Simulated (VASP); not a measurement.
# Cd4InO (P4/mmm) in VASP: a series of runs

Runs on Cd4InO. Level: PBE. Tasks: single point, relaxation of cell and atoms.

Program: VASP 6.6.1. These are calculated values, not measurements. Logs are shortened: lines on timing, memory, paths and dates and some standing lists are left out, and cuts for length are marked.

## (1) The cell of the first run

Symmetry: P4/mmm, No. 123, tetragonal system. Conventional cell: a = 3.131 Å, b = 3.131 Å, c = 13.011 Å, α = 90.00°, β = 90.00°, γ = 90.00°. Cd (site symmetry 4mm) has 5 Cd at 2.79 to 3.13 Å and 4 In at 3.20 Å within 3.7 Å. Within 3.5 Å of Cd (site symmetry 4mm) lie 4 O at 2.62 Å and 6 Cd at 2.79 to 3.13 Å. In (site symmetry 4/mmm) has 4 In at 3.13 Å and 8 Cd at 3.20 Å within 4.1 Å. Within 3.5 Å of O (site symmetry 4/mmm) lie 8 Cd at 2.62 Å and 4 O at 3.13 Å.

The cell was built from a structure type or drawn by symmetry, and may not be a known phase.

## (2) Single point, PBE

Input file INCAR:

```
SYSTEM = Cd4InO
ALGO = Normal ; EDIFF = 1E-6
ENCUT = 520 ; GGA = PE
ISIF = 2 ; ISMEAR = 0
LASPH = .True. ; LCHARG = .False.
LREAL = .False. ; LWAVE = .False.
NBANDS = 42 ; NELM = 80
PREC = Accurate ; SIGMA = 0.1
```

Input file KPOINTS:

```
k-points
0
Gamma
  6 6 2
  0 0 0
```

Input file POSCAR:

```
Cd4InO
1.0
    3.1311958114      0.0000000000      0.0000000000
    0.0000000000      3.1311958114      0.0000000000
    0.0000000000      0.0000000000     13.0114438922
Cd In O
4 1 1
Direct
    0.5000000000      0.5000000000      0.3219960644
    0.5000000000      0.5000000000      0.8921903863
    0.5000000000      0.5000000000      0.1078096137
    0.5000000000      0.5000000000      0.6780039356
    0.0000000000      0.0000000000      0.5000000000
    0.0000000000      0.0000000000      0.0000000000
```

Potentials or basis: VASP PAW PBE potentials, release 64 (Cd, In_d, O).

Command:

```bash
$ cat potpaw_PBE.64/Cd/POTCAR potpaw_PBE.64/In_d/POTCAR potpaw_PBE.64/O/POTCAR > POTCAR
$ mpirun -np 1 vasp_std > vasp.out
```

OUTCAR:

```text
SYSTEM = Cd4InO
   EDIFF = 1E-6
   ENCUT = 520
   GGA = PE
   ISIF = 2
   ISMEAR = 0
   LASPH = .True.
   LREAL = .False.
   NELM = 80
   PREC = Accurate

 ion  position               nearest neighbor table
   1  0.500  0.500  0.322-   3 2.79   5 3.20   5 3.20   5 3.20   5 3.20
   2  0.500  0.500  0.892-   6 2.62   6 2.62   6 2.62   6 2.62   4 2.79   3 2.81
   3  0.500  0.500  0.108-   6 2.62   6 2.62   6 2.62   6 2.62   1 2.79   2 2.81
   4  0.500  0.500  0.678-   2 2.79   5 3.20   5 3.20   5 3.20   5 3.20
   5  0.000  0.000  0.500-   1 3.20   4 3.20   1 3.20   4 3.20   1 3.20   4 3.20   1 3.20   4 3.20

   6  0.000  0.000  0.000-   2 2.62   3 2.62   2 2.62   3 2.62   2 2.62   3 2.62   2 2.62   3 2.62

  LATTYP: Found a simple tetragonal cell.
 ALAT       =     3.1311958114
 C/A-ratio  =     4.1554232555

  Lattice vectors:

 A1 = (   3.1311958114,   0.0000000000,   0.0000000000)
 A2 = (   0.0000000000,   3.1311958114,   0.0000000000)
 A3 = (   0.0000000000,   0.0000000000,  13.0114438922)

Analysis of symmetry for initial positions (statically):
=====================================================================
 Subroutine PRICEL returns:
 Original cell was already a primitive cell.

 Routine SETGRP: Setting up the symmetry group for a
 simple tetragonal supercell.

 Subroutine GETGRP returns: Found 16 space group operations
 (whereof 16 operations were pure point group operations)
 out of a pool of 16 trial point group operations.

The static configuration has the point symmetry D_4h.

Analysis of symmetry for dynamics (positions and initial velocities):
=====================================================================
 Subroutine PRICEL returns:
 Original cell was already a primitive cell.

 Routine SETGRP: Setting up the symmetry group for a
 simple tetragonal supercell.

 Subroutine GETGRP returns: Found 16 space group operations
 (whereof 16 operations were pure point group operations)
 out of a pool of 16 trial point group operations.

The dynamic configuration has the point symmetry D_4h.

 Subroutine INISYM returns: Found 16 space group operations
 (whereof 16 operations are pure point group operations),
 and found     1 'primitive' translations

[... 96 lines left out ...]
   NELM   =     80;   NELMIN=  2; NELMDL= -5     # of ELM steps
   EDIFF  = 0.1E-05   stopping-criterion for ELM
   LREAL  =      F    real-space projection
   EDIFFG = 0.1E-04   stopping-criterion for IOM
   NSW    =      0    number of steps for IOM
   IBRION =     -1    ionic relax: 0-MD 1-quasi-New 2-CG
   NFREE  =      0    steps in history (QN), initial steepest desc. (CG)
   ISIF   =      2    stress and relaxation
   ISYM   =      2    0-nonsym 1-usesym 2-fastsym
   POTIM  = 0.5000    time-step for ionic-motion
   TEBEG  =    0.0;   TEEND  =   0.0 temperature during run
   PSTRESS=    0.0 pullay stress
   NELECT =      67.0000    total number of electrons
   NUPDOWN=      -1.0000    fix difference up-down
   EMIN   =  10.00;   EMAX   =-10.00  energy-range for DOS
   EFERMI =   0.00;   METHOD = LEGACY
   ISMEAR =     0;   SIGMA  =   0.10  broadening in eV -4-tet -1-fermi 0-gaus
   EFERMI_NEDOS =   21; number of points for ismear=-14 and -15
   IALGO  =     38    algorithm
   IMIX   =      4    mixing-type and parameters
     AMIX     =   0.40;   BMIX     =  1.00
     AMIX_MAG =   1.60;   BMIX_MAG =  1.00
  volume/ion in A,a.u.               =      21.26       143.48
  Fermi-wavevector in a.u.,A,eV,Ry     =   1.320843  2.496031 23.737072  1.744626
  Thomas-Fermi vector in A             =   2.450640
   LORBIT       =      0    0 simple, 1 ext, 2 COOP (PROOUT), +10 PAW based schemes
   GGA     = PE    functional components
   LHFCALC =     F    Hartree Fock is set to
   AEXX    =    0.0000 exact exchange contribution
   IVDW    =     0    specifies the selected vdW correction
   LEPSILON=     F    determine dielectric tensor
   LRPA    =     F    only Hartree local field effects (RPA)
 non-spin polarized calculation
 Gauss-broadening in eV      SIGMA  =   0.10
  energy-cutoff  :      520.00
  volume of cell :      127.57
 maximum number of plane-waves:      3480
 NGX is ok and might be reduce to    24
   NGX = 11   NGY = 11   NGZ = 49

 number of electron      67.0000042 magnetization

 Free energy of the ion-electron system (eV)
  ---------------------------------------------------
  ext. energy  EPLUGINS =         0.00000000
  ---------------------------------------------------
  free energy    TOTEN  =       -11.34274052 eV

  energy without entropy =      -11.33531043  energy(sigma->0) =      -11.33902548

 E-fermi :   3.3652     XC(G=0): -10.5190

 val. band max:        3.3012618220   @ k =   0.5000   0.0000   0.0000
 cond. band min:       3.3892727804   @ k =   0.5000   0.3333   0.0000
 fundamental gap:      0.0880109584
 Fermi energy:         3.3651779167

 k-point     1 :       0.0000    0.0000    0.0000
  band No.  band energies     occupation
      1     -14.3688      2.00000
      2     -11.6036      2.00000
      3     -11.3875      2.00000
      4     -11.1304      2.00000
      5     -11.1304      2.00000
      6     -11.0232      2.00000
[... 889 lines left out ...]
     41       6.7974      0.00000
     42       7.9932      0.00000

------------------------ aborting loop because EDIFF is reached ----------------------------------------

  FORCE on cell =-STRESS in cart. coord.  units (eV):
  Direction    XX          YY          ZZ          XY          YZ          ZX
  --------------------------------------------------------------------------------------
  -------------------------------------------------------------------------------------
  Total        0.1479197      0.1479197      0.6279591      0.0000000      0.0000000      0.0000000
  in kB        1.8577641      1.8577641      7.8867117      0.0000000      0.0000000      0.0000000
  external PRESSURE =       3.8674133 kB  Pullay stress =       0.0000000 kB

 VOLUME and BASIS-vectors are now :
 -----------------------------------------------------------------------------
  energy-cutoff  :      520.00
  volume of cell :      127.57
      direct lattice vectors                 reciprocal lattice vectors
     3.131195811  0.000000000  0.000000000     0.319366804  0.000000000  0.000000000
     0.000000000  3.131195811  0.000000000     0.000000000  0.319366804  0.000000000
     0.000000000  0.000000000 13.011443892     0.000000000  0.000000000  0.076855421

 POSITION                                       TOTAL-FORCE (eV/Angst)
 -----------------------------------------------------------------------------------
      1.56560      1.56560      4.18963         0.000000     -0.000000     -0.002754
      1.56560      1.56560     11.60869         0.000000     -0.000000     -0.044238
      1.56560      1.56560      1.40276         0.000000      0.000000      0.044238
      1.56560      1.56560      8.82181        -0.000000      0.000000      0.002754
      0.00000      0.00000      6.50572         0.000000      0.000000      0.000000
      0.00000      0.00000      0.00000         0.000000      0.000000      0.000000
 -----------------------------------------------------------------------------------
    total drift:                                0.000000     -0.000000      0.000000

  FREE ENERGIE OF THE ION-ELECTRON SYSTEM (eV)
  ---------------------------------------------------
  free  energy   TOTEN  =       -11.3427405229 eV

  energy  without entropy=      -11.3353104305  energy(sigma->0) =      -11.33902548
```

stdout:

```text
POSCAR found type information on POSCAR CdInO
 POSCAR found :  3 types and       6 ions
 scaLAPACK will be used
 LDA part: xc-table for (Slater+PW92), standard interpolation
 POSCAR, INCAR and KPOINTS ok, starting setup
 FFT: planning ... GRIDC
 FFT: planning ... GRID_SOFT
 FFT: planning ... GRID
 WAVECAR not read
 entering main loop
```

Run time: 93 s. Hardware: 1 thread of Intel Xeon Platinum 8488C (Sapphire Rapids), shared host; peak memory 0.27 GiB.

What came out:

```
Free energy            : -11.3427 eV
Pressure               : 0.4 GPa
Largest force          : 0.044 eV/Å
Band gap on the k mesh : zero (an odd number of electrons rules out a gap without spin polarisation)
```

Forces on the atoms (eV/Å):
```
Cd   0.000  0.000 -0.003
Cd   0.000  0.000 -0.044
Cd   0.000  0.000  0.044
Cd   0.000  0.000  0.003
In   0.000  0.000  0.000
O    0.000  0.000  0.000
```

Stress tensor (GPa, compression positive):
```
0.19 0.00 0.00
0.00 0.19 0.00
0.00 0.00 0.79
```

Caveat: spin-orbit coupling is left out, which moves the levels of the heavy elements; an odd number of electrons without spin polarisation forces a metal; a magnetic or distorted state may lie lower.

## (3) Single point, PBE

This run uses another cell than the first one, of 19.61 Å³/atom.

Input file INCAR:

```
SYSTEM = Cd4InO
  PREC = Accurate
  ENCUT = 520
  EDIFF = 1E-6
  ISMEAR = 0
  SIGMA = 0.1
  LREAL = .False.
  LASPH = .True.
  NELM = 80
  ALGO = Normal
  ISIF = 2
  LWAVE = .False.
  LCHARG = .True.
  GGA = PE
  LELF = .True.
  LVHAR = .True.
  NBANDS = 42
```

Input file KPOINTS:

```
regular mesh
0
Gamma
  6 6 2
  0 0 0
```

Input file POSCAR:

```
Cd4InO
1.0
    3.1489570000      0.0000000000      0.0000000000
    0.0000000000      3.1489570000      0.0000000000
    0.0000000000      0.0000000000     11.8662504800
Cd In O
4 1 1
Direct
    0.5000000000      0.5000000000      0.3645260000
    0.5000000000      0.5000000000      0.8643389900
    0.5000000000      0.5000000000      0.1356610100
    0.5000000000      0.5000000000      0.6354740000
    0.0000000000      0.0000000000      0.5000000000
    0.0000000000      0.0000000000      0.0000000000
```

Potentials or basis: VASP PAW PBE potentials, release 64 (Cd, In_d, O).

Command:

```bash
$ cat potpaw_PBE.64/Cd/POTCAR potpaw_PBE.64/In_d/POTCAR potpaw_PBE.64/O/POTCAR > POTCAR
$ mpirun -np 1 vasp_std > vasp.out
```

Run time: 73 s. Hardware: 1 thread of Intel Xeon Platinum 8488C (Sapphire Rapids), shared host; peak memory 0.26 GiB.

It converged, with:

```yaml
Free_energy: -9.4151 eV
Pressure: 10.2 GPa
Largest_force: 2.701 eV/Å
Band_gap_on_the_k_mesh: zero (an odd number of electrons rules out a gap without spin polarisation)
```

Forces in eV/Å, atoms in the order of the input:
```
Cd   0.000  0.000 -2.701
Cd   0.000  0.000  1.632
Cd   0.000  0.000 -1.632
Cd   0.000  0.000  2.701
In   0.000  0.000  0.000
O    0.000  0.000  0.000
```

Stress tensor (GPa, compression positive):
```
 9.64  0.00  0.00
 0.00  9.64  0.00
 0.00  0.00 11.29
```

Levels at points of the mesh, in eV from the Fermi level:
```csv
k point,band 31,band 32,band 33,band 34,band 35,band 36
"(0.00, 0.00, 0.00)",-0.78,-0.78,-0.75,-0.60,4.16,4.63
"(0.50, 0.00, 0.00)",-2.54,-2.11,-1.02,-0.50,0.82,1.12
"(0.50, 0.50, 0.00)",-1.13,-1.11,-0.33,1.01,1.46,1.46
"(0.00, 0.00, 0.50)",-2.08,-0.78,-0.78,1.16,2.26,4.63
"(0.50, 0.00, 0.50)",-2.49,-2.20,-1.65,-0.50,1.42,1.86
"(0.50, 0.50, 0.50)",-1.13,-1.11,-0.33,0.88,1.66,1.66
```

Caveat: the cell stands under pressure; spin-orbit coupling is left out, which moves the levels of the heavy elements; an odd number of electrons without spin polarisation forces a metal; a magnetic or distorted state may lie lower.

## (4) Relaxation of cell and atoms, PBE

This run uses another cell than the first one, of 19.61 Å³/atom.

Input file INCAR:

```
SYSTEM = Cd4InO
PREC     = Accurate       ! precision mode
ENCUT    = 600            ! plane-wave cutoff, eV
EDIFF    = 1E-6           ! SCF threshold, eV
ISMEAR   = 0              ! smearing method
SIGMA    = 0.1            ! smearing width, eV
LREAL    = .FALSE.        ! projectors in reciprocal space
LASPH    = .TRUE.         ! aspherical terms in the spheres
NELM     = 60             ! most SCF steps
ALGO     = Normal         ! electronic algorithm
ISIF     = 3              ! what is computed and relaxed
LWAVE    = .FALSE.        ! write WAVECAR
LCHARG   = .FALSE.        ! write CHGCAR
GGA      = PE             ! functional
IBRION   = 2              ! ionic algorithm
NSW      = 90             ! ionic steps
EDIFFG   = -0.04          ! ionic threshold
```

Input file KPOINTS:

```
regular mesh
0
G
  6 6 2
  0 0 0
```

POSCAR is that of step 3.

Command:

```bash
$ cat potpaw_PBE.64/Cd/POTCAR potpaw_PBE.64/In_d/POTCAR potpaw_PBE.64/O/POTCAR > POTCAR
$ mpirun -np 1 vasp_std > vasp.out
```

Run time: 15 min. Hardware: 1 thread of Intel Xeon Platinum 8488C (Sapphire Rapids), shared host; peak memory 0.34 GiB.

It converged, with:

```yaml
Free_energy: -11.3376 eV
Relaxed_volume: 21.35 Å³/atom
Relaxed_cell: a = 3.131 Å, b = 3.131 Å, c = 13.064 Å, α = 90.00°, β = 90.00°, γ = 90.00°
Space_group_after_relaxing_to_0.1_Å: P4/mmm (No. 123)
Energy_gained_by_relaxing: 320.4 meV/atom
Ionic_steps: 16
Pressure_after_relaxing: 0.0 GPa
Largest_force_after_relaxing: 0.030 eV/Å
Band_gap_on_the_k_mesh: zero (an odd number of electrons rules out a gap without spin polarisation)
```

Forces in eV/Å, atoms in the order of the input:
```
Cd   0.000  0.000 -0.030
Cd   0.000  0.000  0.012
Cd   0.000  0.000 -0.012
Cd   0.000  0.000  0.030
In   0.000  0.000  0.000
O    0.000  0.000  0.000
```

Step by step:
```
step  energy change (eV)  largest force (eV/Å)  pressure (GPa)  volume (Å³)
   1              0.0000                2.7009           10.09       117.66
   2             -1.0294                1.1422           -2.62       139.97
   3             -1.0297                1.1383           -2.68       140.20
   4             -1.3415                0.9343           -1.96       136.02
   5             -1.6483                0.9163            3.05       123.96
   6             -1.6911                0.5055            0.62       128.15
   7             -1.7017                0.4464            1.19       126.95
   8             -1.8542                0.3610            0.40       127.88
   9             -1.8939                0.4903            0.17       128.46
  10             -1.8945                0.4688            0.19       128.39
  11             -1.9194                0.0685           -0.48       129.27
  12             -1.9194                0.0811           -0.45       129.23
  13             -1.9213                0.0568            0.28       127.52
  14             -1.9219                0.0508            0.04       128.07
  15             -1.9219                0.0503            0.02       128.10
  16             -1.9223                0.0299            0.04       128.10
```

Final structure:
```yaml
crystal:
  lattice:
    - [3.13135, 0.00000, 0.00000]
    - [0.00000, 3.13135, 0.00000]
    - [0.00000, 0.00000, 13.06428]
  atoms:
    - { symbol: Cd, position: [0.50000, 0.50000, 0.32229] }
    - { symbol: Cd, position: [0.50000, 0.50000, 0.89187] }
    - { symbol: Cd, position: [0.50000, 0.50000, 0.10813] }
    - { symbol: Cd, position: [0.50000, 0.50000, 0.67771] }
    - { symbol: In, position: [0.00000, 0.00000, 0.50000] }
    - { symbol: O, position: [0.00000, 0.00000, 0.00000] }
```

Levels at points of the mesh, in eV from the Fermi level:
```csv
k point,band 32,band 33,band 34,band 35,band 36,band 37
"(0.00, 0.00, 0.00)",-2.03,-2.03,-1.78,2.27,2.60,6.50
"(0.50, 0.00, 0.00)",-1.96,-1.67,-1.40,-0.07,0.10,2.37
"(0.50, 0.50, 0.00)",-0.74,0.51,1.08,1.36,1.38,1.38
"(0.00, 0.00, 0.50)",-2.03,-2.03,-0.51,0.48,4.76,5.81
"(0.50, 0.00, 0.50)",-2.14,-1.94,-1.67,0.64,0.69,1.04
"(0.50, 0.50, 0.50)",-0.74,0.58,0.81,1.58,1.58,1.94
```

Caveat: spin-orbit coupling is left out, which moves the levels of the heavy elements; an odd number of electrons without spin polarisation forces a metal; a magnetic or distorted state may lie lower.

## (5) Single point, PBE

Input file INCAR:

```
SYSTEM = Cd4InO
  ALGO = Normal
  EDIFF = 1E-7
  ENCUT = 520
  GGA = PE
  ISIF = 2
  ISMEAR = 0
  LASPH = .True.
  LCHARG = .False.
  LREAL = .False.
  LWAVE = .False.
  NBANDS = 42
  NELM = 100
  PREC = Accurate
  SIGMA = 0.1
```

Input file KPOINTS:

```
k-points
0
Gamma
  12 12 4
  0 0 0
```

Input file POSCAR:

```
Cd4InO
1.0
    3.1014245040      0.0000000000      0.0000000000
    0.0000000000      3.1014245040      0.0000000000
    0.0000000000      0.0000000000     13.2552215615
Cd In O
4 1 1
Direct
    0.5000000000      0.5000000000      0.3181205343
    0.5000000000      0.5000000000      0.8934355940
    0.5000000000      0.5000000000      0.1065644060
    0.5000000000      0.5000000000      0.6818794657
    0.0000000000      0.0000000000      0.5000000000
    0.0000000000      0.0000000000      0.0000000000
```

Command:

```bash
$ cat potpaw_PBE.64/Cd/POTCAR potpaw_PBE.64/In_d/POTCAR potpaw_PBE.64/O/POTCAR > POTCAR
$ mpirun -np 1 vasp_std > vasp.out
```

Run time: 4.8 min. Hardware: 1 thread of Intel Xeon Platinum 8488C (Sapphire Rapids), shared host; peak memory 0.5 GiB.

The run converged. Its results:

```
Free energy            : -11.3339 eV
Pressure               : 0.3 GPa
Largest force          : 0.034 eV/Å
Band gap on the k mesh : zero (an odd number of electrons rules out a gap without spin polarisation)
```

Forces on the atoms (eV/Å):
```
Cd   0.000  0.000  0.013
Cd   0.000  0.000 -0.034
Cd   0.000  0.000  0.034
Cd   0.000  0.000 -0.013
In   0.000  0.000  0.000
O    0.000  0.000  0.000
```

Stress tensor (GPa, compression positive):
```
0.25 0.00 0.00
0.00 0.25 0.00
0.00 0.00 0.39
```

Levels at points of the mesh, in eV from the Fermi level:
```csv
k point,band 32,band 33,band 34,band 35,band 36,band 37
"(0.00, 0.00, 0.00)",-2.04,-2.04,-1.91,2.00,2.39,6.81
"(0.50, 0.00, 0.00)",-1.93,-1.67,-1.43,-0.19,0.07,2.20
"(0.50, 0.50, 0.00)",-0.59,0.71,1.28,1.43,1.43,1.56
"(0.00, 0.00, 0.50)",-2.04,-2.04,-0.61,0.23,4.50,5.43
"(0.50, 0.00, 0.50)",-2.11,-1.93,-1.67,0.44,0.66,1.01
"(0.50, 0.50, 0.50)",-0.59,0.76,1.04,1.63,1.63,2.09
```

Caveat: spin-orbit coupling is left out, which moves the levels of the heavy elements; an odd number of electrons without spin polarisation forces a metal; a magnetic or distorted state may lie lower.

## (6) Summary

```csv
task,cell,k mesh,cutoff (eV),gap on the mesh (eV),pressure (GPa),largest force (eV/Å)
single point,"a = 3.131, b = 3.131, c = 13.011 Å, 6 atoms, atomic positions A",6 × 6 × 2,520,none,0.4,0.04
single point,"a = 3.149, b = 3.149, c = 11.866 Å, 6 atoms, atomic positions B",6 × 6 × 2,520,none,10.2,2.70
relaxation of cell and atoms,"relaxed from a = 3.149, b = 3.149, c = 11.866 Å, 6 atoms, atomic positions B",6 × 6 × 2,600,none,0.0,0.03
single point,"a = 3.101, b = 3.101, c = 13.255 Å, 6 atoms, atomic positions C",12 × 12 × 4,520,none,0.3,0.03
```

Alike in all rows: level PBE; potentials or basis VASP PAW PBE potentials, release 64 (Cd, In_d, O); no spin polarisation; smearing gaussian 0.1 eV.

Caveats: spin-orbit coupling is left out, which moves the levels of the heavy elements; an odd number of electrons without spin polarisation forces a metal; a magnetic or distorted state may lie lower; the cell stands under pressure (at least some runs).

Total energies depend on the potentials used, so only differences within one code and one set of settings carry meaning.
